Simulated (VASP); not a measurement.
# MgO (P6_3/mmc) in VASP: notebook

Aim: see how the results for MgO move with the level of theory and the settings. Levels: PBE, r2SCAN. Tasks: single point, relaxation of cell and atoms.

Program: VASP 6.6.1. These are calculated values, not measurements. Logs are shortened: lines on timing, memory, paths and dates and some standing lists are left out, and cuts for length are marked.

### Step 1. The cell of the first run

Symmetry: P6_3/mmc, No. 194, hexagonal system. Conventional cell: a = 3.521 Å, b = 3.521 Å, c = 4.238 Å, α = 90.00°, β = 90.00°, γ = 120.00°. Within 2.7 Å of Mg (site symmetry -6m2) lie 5 O at 2.03 to 2.12 Å. O (site symmetry -6m2) has 5 Mg at 2.03 to 2.12 Å within 2.7 Å.

### Step 2. Single point, PBE

INCAR reads:

```
PREC = Accurate ; ENCUT = 520
EDIFF = 1E-6 ; ISMEAR = -1
SIGMA = 0.02 ; LREAL = False
LASPH = True ; NELM = 100
ALGO = Normal ; ISIF = 2
LWAVE = False ; LCHARG = True
GGA = PE ; LELF = True
LVHAR = True ; NBANDS = 16
```

KPOINTS reads:

```
regular mesh
0
Gamma
  12 12 6
```

POSCAR reads:

```
MgO
1.0
    3.5206077921      0.0000000000      0.0000000000
   -1.7603038961      3.0489357847      0.0000000000
    0.0000000000      0.0000000000      4.2381122604
Mg O
2 2
Direct
    0.6666666667      0.3333333333      0.7500000000
    0.3333333333      0.6666666667      0.2500000000
    0.6666666667      0.3333333333      0.2500000000
    0.3333333333      0.6666666667      0.7500000000
```

Potentials or basis: VASP PAW PBE potentials, release 64 (Mg, O).

On the command line:

```
> cat potpaw_PBE.64/Mg/POTCAR potpaw_PBE.64/O/POTCAR > POTCAR
> mpirun -np 1 vasp_std > vasp.out
```

OUTCAR:

```text
PREC = Accurate
   ENCUT = 520
   EDIFF = 1E-6
   ISMEAR = -1
   LREAL = False
   LASPH = True
   NELM = 100
   ISIF = 2
   GGA = PE

 ion  position               nearest neighbor table
   1  0.667  0.333  0.750-   4 2.03   4 2.03   4 2.03   3 2.12   3 2.12   2 2.94   2 2.94   2 2.94
                             2 2.94   2 2.94   2 2.94
   2  0.333  0.667  0.250-   3 2.03   3 2.03   3 2.03   4 2.12   4 2.12   1 2.94   1 2.94   1 2.94
                             1 2.94   1 2.94   1 2.94
   3  0.667  0.333  0.250-   2 2.03   2 2.03   2 2.03   1 2.12   1 2.12
   4  0.333  0.667  0.750-   1 2.03   1 2.03   1 2.03   2 2.12   2 2.12

  LATTYP: Found a hexagonal cell.
 ALAT       =     3.5206077921
 C/A-ratio  =     1.2038013067

  Lattice vectors:

 A1 = (   3.5206077921,   0.0000000000,   0.0000000000)
 A2 = (  -1.7603038961,   3.0489357847,   0.0000000000)
 A3 = (   0.0000000000,   0.0000000000,   4.2381122604)

Analysis of symmetry for initial positions (statically):
=====================================================================
 Subroutine PRICEL returns:
 Original cell was already a primitive cell.

 Routine SETGRP: Setting up the symmetry group for a
 hexagonal supercell.

 Subroutine GETGRP returns: Found 24 space group operations
 (whereof 12 operations were pure point group operations)
 out of a pool of 24 trial point group operations.

The static configuration has the point symmetry D_3d.
 The point group associated with its full space group is D_6h.

Analysis of symmetry for dynamics (positions and initial velocities):
=====================================================================
 Subroutine PRICEL returns:
 Original cell was already a primitive cell.

 Routine SETGRP: Setting up the symmetry group for a
 hexagonal supercell.

 Subroutine GETGRP returns: Found 24 space group operations
 (whereof 12 operations were pure point group operations)
 out of a pool of 24 trial point group operations.

The dynamic configuration has the point symmetry D_3d.
 The point group associated with its full space group is D_6h.

 Subroutine INISYM returns: Found 24 space group operations
 (whereof 12 operations are pure point group operations),
 and found     1 'primitive' translations

----------------------------------------------------------------------------------------

                                     Primitive cell

  volume of cell :      45.4924

  direct lattice vectors                    reciprocal lattice vectors
     3.520607792  0.000000000  0.000000000     0.284041864  0.163991647  0.000000000
    -1.760303896  3.048935785  0.000000000     0.000000000  0.327983293  0.000000000
     0.000000000  0.000000000  4.238112260     0.000000000  0.000000000  0.235954108

  length of vectors
     3.520607792  3.520607792  4.238112260     0.327983293  0.327983293  0.235954108

  position of ions in fractional coordinates (direct lattice)
     0.666666667  0.333333333  0.750000000
     0.333333333  0.666666667  0.250000000
     0.666666667  0.333333333  0.250000000
     0.333333333  0.666666667  0.750000000

  ion indices of the primitive-cell ions
   primitive index   ion index
                 1           1
                 2           2
                 3           3
                 4           4

----------------------------------------------------------------------------------------

 KPOINTS: regular mesh

Automatic generation of k-mesh.
 Grid dimensions read from file:
 generate k-points for:   12   12    6

 Generating k-lattice:

  Cartesian coordinates                     Fractional coordinates (reciprocal lattice)
     0.023670155  0.013665971  0.000000000     0.083333333 -0.000000000  0.000000000
     0.000000000  0.027331941  0.000000000     0.000000000  0.083333333  0.000000000
     0.000000000  0.000000000  0.039325685     0.000000000  0.000000000  0.166666667

  Length of vectors
     0.027331941  0.027331941  0.039325685

  Shift w.r.t. Gamma in fractional coordinates (k-lattice)
     0.000000000  0.000000000  0.000000000

 Subroutine IBZKPT returns following result:
 ===========================================

 Found     76 irreducible k-points:

 Following reciprocal coordinates:
            Coordinates               Weight
  0.000000  0.000000  0.000000      1.000000
  0.083333 -0.000000  0.000000      6.000000
  0.166667 -0.000000  0.000000      6.000000
  0.250000  0.000000  0.000000      6.000000
  0.333333  0.000000  0.000000      6.000000
  0.416667  0.000000  0.000000      6.000000
[... 16 lines left out ...]
  0.250000  0.000000  0.166667     12.000000
  0.333333  0.000000  0.166667     12.000000
 [... further k-points ...]
   k-points           NKPTS =     76   k-points in BZ     NKDIM =     76   number of bands    NBANDS=     16
   number of dos      NEDOS =    301   number of ions     NIONS =      4
   total plane-waves  NPLWV =  25088
   dimension x,y,z NGX =    28 NGY =   28 NGZ =   32
   dimension x,y,z NGXF=    56 NGYF=   56 NGZF=   64
   ions per type =               2   2
   NGX,Y,Z   is equivalent  to a cutoff of  13.22, 13.22, 12.55 a.u.
   NGXF,Y,Z  is equivalent  to a cutoff of  26.44, 26.44, 25.10 a.u.
 SYSTEM =  unknown system
   PREC   = accura    normal or accurate (medium, high low for compatibility)
   ISTART =      0    job   : 0-new  1-cont  2-samecut
   ICHARG =      2    charge: 1-file 2-atom 10-const
   ISPIN  =      1    spin polarized calculation?
   LNONCOLLINEAR =      F non collinear calculations
   LSORBIT =      F    spin-orbit coupling
   LASPH  =      T    aspherical Exc in radial PAW
   ENCUT  =  520.0 eV  38.22 Ry    6.18 a.u.   6.55  6.55  7.88*2*pi/ulx,y,z
   NELM   =    100;   NELMIN=  2; NELMDL= -5     # of ELM steps
   EDIFF  = 0.1E-05   stopping-criterion for ELM
   LREAL  =      F    real-space projection
   EDIFFG = 0.1E-04   stopping-criterion for IOM
   NSW    =      0    number of steps for IOM
   IBRION =     -1    ionic relax: 0-MD 1-quasi-New 2-CG
   NFREE  =      0    steps in history (QN), initial steepest desc. (CG)
   ISIF   =      2    stress and relaxation
   ISYM   =      2    0-nonsym 1-usesym 2-fastsym
   POTIM  = 0.5000    time-step for ionic-motion
   TEBEG  =    0.0;   TEEND  =   0.0 temperature during run
   PSTRESS=    0.0 pullay stress
   NELECT =      16.0000    total number of electrons
   NUPDOWN=      -1.0000    fix difference up-down
   EMIN   =  10.00;   EMAX   =-10.00  energy-range for DOS
   EFERMI =   0.00;   METHOD = LEGACY
   ISMEAR =    -1;   SIGMA  =   0.02  broadening in eV -4-tet -1-fermi 0-gaus
   EFERMI_NEDOS =   21; number of points for ismear=-14 and -15
   IALGO  =     38    algorithm
   IMIX   =      4    mixing-type and parameters
     AMIX     =   0.40;   BMIX     =  1.00
     AMIX_MAG =   1.60;   BMIX_MAG =  1.00
  volume/ion in A,a.u.               =      11.37        76.75
  Fermi-wavevector in a.u.,A,eV,Ry     =   1.155585  2.183740 18.168914  1.335378
  Thomas-Fermi vector in A             =   2.292213
   LORBIT       =      0    0 simple, 1 ext, 2 COOP (PROOUT), +10 PAW based schemes
   GGA     = PE    functional components
   LHFCALC =     F    Hartree Fock is set to
   AEXX    =    0.0000 exact exchange contribution
   IVDW    =     0    specifies the selected vdW correction
   LEPSILON=     F    determine dielectric tensor
   LRPA    =     F    only Hartree local field effects (RPA)
 non-spin polarized calculation
  energy-cutoff  :      520.00
  volume of cell :       45.49
 maximum number of plane-waves:      1252
 NGX is ok and might be reduce to    28
   NGX = 13   NGY = 13   NGZ = 15

 number of electron      15.9999990 magnetization

 Free energy of the ion-electron system (eV)
  ---------------------------------------------------
  ext. energy  EPLUGINS =         0.00000000
  ---------------------------------------------------
  free energy    TOTEN  =       -23.67523672 eV

  energy without entropy =      -23.67523672  energy(sigma->0) =      -23.67523672

 E-fermi :   2.1598     XC(G=0):  -9.9266

 val. band max:        1.7960785333   @ k =   0.0000   0.0000   0.0000
 cond. band min:       5.0569126839   @ k =   0.0000   0.0000   0.0000
 fundamental gap:      3.2608341506
 Fermi energy:         2.1598239598

 k-point     1 :       0.0000    0.0000    0.0000
  band No.  band energies     occupation
      1     -15.0001      2.00000
      2     -13.6929      2.00000
      3      -1.7410      2.00000
      4       0.1243      2.00000
      5       0.1243      2.00000
      6       1.0227      2.00000
[... 8 lines left out ...]
     15      17.1113      0.00000
     16      17.2345      0.00000

 k-point     2 :       0.0833   -0.0000    0.0000
  band No.  band energies     occupation
      1     -14.9677      2.00000
      2     -13.6980      2.00000
      3      -1.6876      2.00000
      4       0.0184      2.00000
      5       0.0696      2.00000
      6       0.8378      2.00000
[... 8 lines left out ...]
     15      16.8730      0.00000
     16      16.8948      0.00000

 k-point     3 :       0.1667   -0.0000    0.0000
  band No.  band energies     occupation
      1     -14.8746      2.00000
      2     -13.7159      2.00000
      3      -1.5316      2.00000
      4      -0.3115      2.00000
      5      -0.0619      2.00000
      6       0.4927      2.00000
[... 8 lines left out ...]
     15      16.1861      0.00000
     16      16.3916      0.00000

 k-point     4 :       0.2500    0.0000    0.0000
  band No.  band energies     occupation
      1     -14.7345      2.00000
      2     -13.7523      2.00000
      3      -1.2856      2.00000
      4      -0.7915      2.00000
      5      -0.2142      2.00000
      6       0.2152      2.00000
[... 8 lines left out ...]
     15      15.5404      0.00000
     16      16.1538      0.00000
[... 324 lines left out ...]
 k-point    22 :       0.1667   -0.0000    0.1667
  band No.  band energies     occupation
      1     -14.7954      2.00000
      2     -13.7899      2.00000
      3      -1.5279      2.00000
      4      -0.1974      2.00000
      5       0.0085      2.00000
      6       0.2765      2.00000
[... 8 lines left out ...]
     15      16.0972      0.00000
     16      16.8451      0.00000

 k-point    23 :       0.2500    0.0000    0.1667
  band No.  band energies     occupation
      1     -14.6637      2.00000
      2     -13.8106      2.00000
      3      -1.4847      2.00000
      4      -0.5993      2.00000
      5      -0.1334      2.00000
      6       0.0579      2.00000
[... 8 lines left out ...]
     15      15.8587      0.00000
     16      16.1942      0.00000

 k-point    24 :       0.3333    0.0000    0.1667
  band No.  band energies     occupation
      1     -14.5106      2.00000
      2     -13.8514      2.00000
      3      -1.5904      2.00000
      4      -0.7890      2.00000
      5      -0.2581      2.00000
      6      -0.0800      2.00000
[... 8 lines left out ...]
     15      15.7501      0.00000
     16      15.9251      0.00000

 [... further k-points ...]

------------------------ aborting loop because EDIFF is reached ----------------------------------------

  FORCE on cell =-STRESS in cart. coord.  units (eV):
  Direction    XX          YY          ZZ          XY          YZ          ZX
  --------------------------------------------------------------------------------------
  -------------------------------------------------------------------------------------
  Total       -0.1418323     -0.1418323     -0.1827585      0.0000000      0.0000000      0.0000000
  in kB       -4.9951355     -4.9951355     -6.4364999      0.0000000      0.0000000      0.0000000
  external PRESSURE =      -5.4755903 kB  Pullay stress =       0.0000000 kB

 VOLUME and BASIS-vectors are now :
 -----------------------------------------------------------------------------
  energy-cutoff  :      520.00
  volume of cell :       45.49
      direct lattice vectors                 reciprocal lattice vectors
     3.520607792  0.000000000  0.000000000     0.284041864  0.163991647  0.000000000
    -1.760303896  3.048935785  0.000000000     0.000000000  0.327983293  0.000000000
     0.000000000  0.000000000  4.238112260     0.000000000  0.000000000  0.235954108

 POSITION                                       TOTAL-FORCE (eV/Angst)
 -----------------------------------------------------------------------------------
      1.76030      1.01631      3.17858        -0.000000     -0.000000      0.000000
     -0.00000      2.03262      1.05953         0.000000      0.000000      0.000000
      1.76030      1.01631      1.05953        -0.000000      0.000000     -0.000000
     -0.00000      2.03262      3.17858         0.000000     -0.000000      0.000000
 -----------------------------------------------------------------------------------
    total drift:                               -0.000000      0.000000     -0.000000

  FREE ENERGIE OF THE ION-ELECTRON SYSTEM (eV)
  ---------------------------------------------------
  free  energy   TOTEN  =       -23.6752367225 eV

  energy  without entropy=      -23.6752367225  energy(sigma->0) =      -23.67523672
```

Run time: 18 s. Hardware: 1 thread of Intel Xeon 6975P-C (Granite Rapids), shared host; peak memory 0.19 GiB.

What came out:

* Free energy: -23.6752 eV
* Pressure: -0.5 GPa
* Band gap on the k mesh: 3.26 eV, direct

A k mesh can miss the band edges. Expect the measured gap to be larger: semilocal functionals such as PBE lack the derivative discontinuity.

### Step 3. Relaxation of cell and atoms, PBE

This run uses another cell than the first one, of 10.99 Å³/atom, 0.967 times its volume.

INCAR reads:

```
ALGO = Normal ; EDIFF = 1E-6
EDIFFG = -0.005 ; ENCUT = 600
GGA = PE ; IBRION = 2
ISIF = 3 ; ISMEAR = -1
LASPH = True ; LCHARG = False
LREAL = False ; LWAVE = False
NELM = 100 ; NSW = 80
PREC = Accurate ; SIGMA = 0.02
```

KPOINTS reads:

```
k-points
0
Gamma
  12 12 6
```

POSCAR reads:

```
MgO
1.0
    3.4863778627      0.0000000000      0.0000000000
   -1.7431889314      3.0192917963      0.0000000000
    0.0000000000      0.0000000000      4.1780412200
Mg O
2 2
Direct
    0.6666666700      0.3333333300      0.7500000000
    0.3333333300      0.6666666700      0.2500000000
    0.6666666700      0.3333333300      0.2500000000
    0.3333333300      0.6666666700      0.7500000000
```

Potentials or basis: VASP PAW PBE potentials, release 64 (Mg, O).

On the command line:

```
> cat potpaw_PBE.64/Mg/POTCAR potpaw_PBE.64/O/POTCAR > POTCAR
> mpirun -np 1 vasp_std > vasp.out
```

OUTCAR:

```text
EDIFF = 1E-6
   EDIFFG = -0.005
   ENCUT = 600
   GGA = PE
   IBRION = 2
   ISIF = 3
   ISMEAR = -1
   LASPH = True
   LREAL = False
   NELM = 100
   NSW = 80
   PREC = Accurate

 ion  position               nearest neighbor table
   1  0.667  0.333  0.750-   4 2.01   4 2.01   4 2.01   3 2.09   3 2.09   2 2.90   2 2.90   2 2.90
                             2 2.90   2 2.90   2 2.90
   2  0.333  0.667  0.250-   3 2.01   3 2.01   3 2.01   4 2.09   4 2.09   1 2.90   1 2.90   1 2.90
                             1 2.90   1 2.90   1 2.90
   3  0.667  0.333  0.250-   2 2.01   2 2.01   2 2.01   1 2.09   1 2.09
   4  0.333  0.667  0.750-   1 2.01   1 2.01   1 2.01   2 2.09   2 2.09

  LATTYP: Found a hexagonal cell.
 ALAT       =     3.4863778627
 C/A-ratio  =     1.1983902447

  Lattice vectors:

 A1 = (   3.4863778627,   0.0000000000,   0.0000000000)
 A2 = (  -1.7431889314,   3.0192917963,   0.0000000000)
 A3 = (   0.0000000000,   0.0000000000,   4.1780412200)

Analysis of symmetry for initial positions (statically):
=====================================================================
 Subroutine PRICEL returns:
 Original cell was already a primitive cell.

 Routine SETGRP: Setting up the symmetry group for a
 hexagonal supercell.

 Subroutine GETGRP returns: Found 24 space group operations
 (whereof 12 operations were pure point group operations)
 out of a pool of 24 trial point group operations.

The static configuration has the point symmetry D_3d.
 The point group associated with its full space group is D_6h.
[... 177 lines left out ...]
  band No.  band energies     occupation
      1     -14.9336      2.00000
      2     -13.5340      2.00000
      3      -1.6373      2.00000
      4       0.2678      2.00000
      5       0.2678      2.00000
      6       1.2004      2.00000
      7       1.2004      2.00000
      8       2.0049      2.00000
      9       5.4454      0.00000
     10      11.4965      0.00000
     11      14.2682      0.00000
     12      14.5505      0.00000
[... 452 lines left out ...]
  FREE ENERGIE OF THE ION-ELECTRON SYSTEM (eV)
  ---------------------------------------------------
  free  energy   TOTEN  =       -23.6789233427 eV

  energy  without entropy=      -23.6789233427  energy(sigma->0) =      -23.67892334

[... ionic steps 4 to 8 ...]

--------------------------------------- Ionic step        9  -------------------------------------------

 number of electron      15.9999999 magnetization

------------------------ aborting loop because EDIFF is reached ----------------------------------------
[... 71 lines left out ...]
--------------------------------------- Ionic step       11  -------------------------------------------

 number of electron      15.9999999 magnetization

 Free energy of the ion-electron system (eV)
  ---------------------------------------------------
  ext. energy  EPLUGINS =         0.00000000
  ---------------------------------------------------
  free energy    TOTEN  =       -23.67895904 eV

  energy without entropy =      -23.67895904  energy(sigma->0) =      -23.67895904

 E-fermi :   2.2762     XC(G=0):  -9.9488

 val. band max:        1.8258597537   @ k =   0.0000   0.0000   0.0000
 cond. band min:       5.1155417459   @ k =   0.0000   0.0000   0.0000
 fundamental gap:      3.2896819922
 Fermi energy:         2.2762230458

 k-point     1 :       0.0000    0.0000    0.0000
  band No.  band energies     occupation
      1     -14.9916      2.00000
      2     -13.6708      2.00000
      3      -1.7269      2.00000
      4       0.1444      2.00000
      5       0.1444      2.00000
      6       1.0479      2.00000
      7       1.0479      2.00000
      8       1.8259      2.00000
      9       5.1155      0.00000
     10      11.0637      0.00000
     11      13.8200      0.00000
     12      14.1956      0.00000
[... 376 lines left out ...]
  FREE ENERGIE OF THE ION-ELECTRON SYSTEM (eV)
  ---------------------------------------------------
  free  energy   TOTEN  =       -23.6789590399 eV

  energy  without entropy=      -23.6789590399  energy(sigma->0) =      -23.67895904

 reached required accuracy - stopping structural energy minimisation
```

CONTCAR:

```text
MgO
   1.00000000000000
     3.5153500411532770   -0.0000000000004787   -0.0000000000000000
    -1.7576750206274687    3.0443824388440048    0.0000000000000000
     0.0000000000000000   -0.0000000000000000    4.2287545472062940
  Mg              O
     2     2
Direct
     0.6666666699999979    0.3333333300000021    0.7500000000000000
     0.3333333300000021    0.6666666699999979    0.2500000000000000
     0.6666666699999979    0.3333333300000021    0.2500000000000000
     0.3333333300000021    0.6666666699999979    0.7500000000000000

  0.00000000E+00  0.00000000E+00  0.00000000E+00
  0.00000000E+00  0.00000000E+00  0.00000000E+00
  0.00000000E+00  0.00000000E+00  0.00000000E+00
  0.00000000E+00  0.00000000E+00  0.00000000E+00
```

It took 78 s on 1 thread of Intel Xeon 6975P-C (Granite Rapids), shared host; peak memory 0.21 GiB.

What came out:

| Quantity | Value |
| --- | --- |
| Free energy | -23.6790 eV |
| Relaxed volume | 11.31 Å³/atom |
| Relaxed cell | a = 3.515 Å, b = 3.515 Å, c = 4.229 Å, α = 90.00°, β = 90.00°, γ = 120.00° |
| Space group after relaxing (to 0.05 Å) | P6_3/mmc (No. 194) |
| Energy gained by relaxing | 3.8 meV/atom |
| Ionic steps | 11 |
| Pressure after relaxing | 0.0 GPa |
| Band gap on the k mesh | 3.29 eV, direct |

The path:
```csv
step,energy change (eV),largest force (eV/Å),pressure (GPa),volume (Å³)
1,0.0000,0.0000,3.87,43.98
2,-0.0136,0.0000,-1.18,45.69
3,-0.0152,0.0000,0.01,45.26
4,-0.0152,0.0000,-0.08,45.29
5,-0.0152,0.0000,0.02,45.25
6,-0.0152,0.0000,0.05,45.24
7,-0.0152,0.0000,0.10,45.22
8,-0.0152,0.0000,0.07,45.24
9,-0.0152,0.0000,0.06,45.24
10,-0.0152,0.0000,0.05,45.24
11,-0.0153,0.0000,0.01,45.26
```

Final structure:
```
Mg O
1.0
     3.51535    0.00000    0.00000
    -1.75768    3.04438    0.00000
     0.00000    0.00000    4.22875
Mg O
2 2
Direct
  0.66667 0.33333 0.75000
  0.33333 0.66667 0.25000
  0.66667 0.33333 0.25000
  0.33333 0.66667 0.75000
```

[end of part 1 of 2]
